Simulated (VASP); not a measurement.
A run of VASP 6.6.1:

The input INCAR:

```
SYSTEM = W16N
PREC = Accurate
ENCUT = 520
EDIFF = 1E-6
ISMEAR = 1
SIGMA = 0.1
LREAL = Auto
LASPH = .TRUE.
NELM = 60
ALGO = Normal
ISIF = 2
LWAVE = .FALSE.
LCHARG = .FALSE.
GGA = PE
NBANDS = 128
```

Contents of KPOINTS:

```
Automatic mesh
0
G
  3 3 3
  0 0 0
```

The input POSCAR:

```
W16N
1.0
    6.3684112200      0.0000000000      0.0000000000
    0.0000000000      6.3684112200      0.0000000000
    0.0000000000      0.0000000000      6.3684112200
W N
16 1
Direct
    0.0047575445     -0.0066767045     -0.0011035720
    0.2498020220      0.2522175382      0.2477935148
    0.0014075724     -0.0032857489      0.4988829851
    0.2498029642      0.2522140836      0.7499848604
    0.0032603108      0.5024710072     -0.0011131505
    0.2498012369      0.7579508975      0.2480951599
    0.0148539403      0.5069798241      0.4988771752
    0.2498020220      0.7579504264      0.7496511822
    0.4947951524     -0.0066925641     -0.0011037290
    0.7497486948      0.2431287721      0.2190555779
    0.4981231410     -0.0033119721      0.4988831422
    0.7497502650      0.2430753836      0.7787268800
    0.4963285019      0.5024708502     -0.0011139356
    0.7497873229      0.7568477966      0.2478731265
    0.4848476164      0.5068896917      0.4988763901
    0.7497884221      0.7568432429      0.7498967694
    0.7499454471      0.3502798301      0.4988963323
```

Potentials or basis: VASP PAW PBE potentials, release 64 (W_sv, N).

Command:

```console
$ cat potpaw_PBE.64/W_sv/POTCAR potpaw_PBE.64/N/POTCAR > POTCAR
$ mpirun -np 1 vasp_std > vasp.out
```

Hardware: 1 thread of Intel(R) Xeon(R) Platinum 8259CL CPU @ 2.50GHz (Skylake/Cascade Lake) (shared host).

Task: How long does it take, and how much memory?

Result: Wall time 13 min on 1 thread of Intel(R) Xeon(R) Platinum 8259CL CPU @ 2.50GHz (Skylake/Cascade Lake), on a shared host, peak memory 0.49 GiB. Counts: scf iterations 18, k points 14.
